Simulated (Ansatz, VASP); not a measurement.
# GeH2: VASP beside Ansatz

```
Ge H
1.0
     0.00000    2.42887    2.42887
     2.42887    0.00000    2.42887
     2.42887    2.42887    0.00000
Ge H
1 2
Direct
  0.00000 0.00000 0.00000
  0.25000 0.25000 0.25000
  0.75000 0.75000 0.75000
```

Alike in both runs: task single point; functional LDA; k mesh 6 × 6 × 6; occupations gaussian, width 0.05 eV; no spin polarisation.

|  | VASP | Ansatz |
| --- | --- | --- |
| version | VASP 6.6.1 | Ansatz 0.2.0 |
| potentials or method | VASP PAW LDA potentials, release 64 (Ge_d, H), cutoff 500 eV | scalar-relativistic, plane waves, PAW |
| valence electrons in the cell | 16 | 16 |

Ansatz gave:

| Quantity | Value |
| --- | --- |
| gap on the k mesh at the Fermi level (eV) | none |
| pressure (GPa) | -3.1 |

Question: What did VASP give for the same quantities?

Answer: gap on the k mesh at the Fermi level (eV): none; pressure (GPa): -3.3.

LDA's correlation is that of Perdew and Zunger in VASP and of Perdew and Wang (1992) in Ansatz. A gap of «none» marks a metal or a gap that the smearing closes.

The k mesh is coarse, so the values compare programs but aren't converged.
